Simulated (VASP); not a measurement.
Set up this calculation in VASP 6.6.1, as the native input.

```yaml
Task: single point
Functional: PBEsol
Dispersion: D3(BJ)
Potentials_or_basis: VASP PAW PBE potentials, release 64 (Ni)
Cutoff: 520 eV
k_mesh: 14 × 14 × 14, shifted
Occupations: fermi-dirac, width 0.01 eV
Spin: collinear spin, ferromagnetic start
Starting_moments: "[0.47] μB"
Fixed_moment: 0.4 μB
Dipole_correction: no
Further_INCAR_settings: ALGO = Normal; EDIFF = 1e-06; NBANDS = 15; ISYM = 0
```

The structure of Ni lies in POSCAR:

```
Ni
1.0
    0.0000000000      1.7619350000      1.7619350000
    1.7619350000      0.0000000000      1.7619350000
    1.7619350000      1.7619350000      0.0000000000
Ni
1
Direct
    0.0000000000      0.0000000000      0.0000000000
```

One way to write it, as run:

INCAR

```
  ALGO = Normal
  EDIFF = 1E-6
  ENCUT = 520
  GGA = PS
  ISIF = 2
  ISMEAR = -1
  ISPIN = 2
  ISYM = 0
  IVDW = 12
  LASPH = T
  LCHARG = F
  LMAXMIX = 4
  LORBIT = 11
  LREAL = F
  LWAVE = F
  MAGMOM = 0.47
  NBANDS = 15
  NELM = 150
  NUPDOWN = 0.4
  PREC = Accurate
  SIGMA = 0.01
```

KPOINTS

```
Automatic mesh
0
Gamma
  14 14 14
  0.5 0.5 0.5
```

Potentials or basis: VASP PAW PBE potentials, release 64 (Ni).

Launch:

```sh
$ cat potpaw_PBE.64/Ni/POTCAR > POTCAR
$ mpirun -np 1 vasp_std > vasp.out
```

Results of the run:

```
Pressure                                              : -17.3 GPa
Net moment                                            : 0.40 μB per cell
Site moments                                          : Ni +0.41 μB
Valence electrons inside the program's atomic spheres : Ni 9.30
Dispersion energy per atom                            : -0.415 eV
```

Caveat: three body term missing; the cell stands under tension; the PAW data sets were made with another functional, which shifts forces and pressure a little; the total moment is fixed, so each spin has its own Fermi level and the state may be an excited one.

It took 43 min on 1 thread of Oxide Virtual Turin-like Processor, with other jobs on the host, peak memory 1.2 GiB.
